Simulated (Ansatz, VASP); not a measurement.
# One calculation of SiC, two programs

```
Si C
1.0
     2.18906    2.18906    0.00000
    -2.18906    2.18906    0.00000
     0.00000    2.18906    2.17123
Si C
1 1
Direct
  0.00000 0.00000 0.00000
  0.75000 0.25000 0.50000
```

Change from the starting cell: film at in-plane strain +0.005.

Alike in both runs: task single point; functional r2SCAN; k mesh 10 × 10 × 10; no spin polarisation.

```csv
,VASP,Ansatz
version,VASP 6.6.1,Ansatz 0.2.0
potentials or method,"VASP PAW PBE potentials, release 64 (Si, C)","PAW with Ansatz's default frozen-core files, scalar-relativistic"
plane-wave cutoff (eV),520,500
occupations,"gaussian, width 0.01 eV",fixed
valence electrons in the cell,8,8
```

Ansatz gave:

```
gap on the k mesh at the Fermi level (eV)                     : 1.63
pressure (GPa)                                                : -1.5
traceless stress, the component that is largest in VASP (GPa) : 1.50
```

Q: Estimate VASP's values.

A: gap on the k mesh at the Fermi level (eV): 1.64; pressure (GPa): -1.7; traceless stress, the component that is largest in VASP (GPa): 1.50.

VASP's potentials were made for PBE, not for r2SCAN.
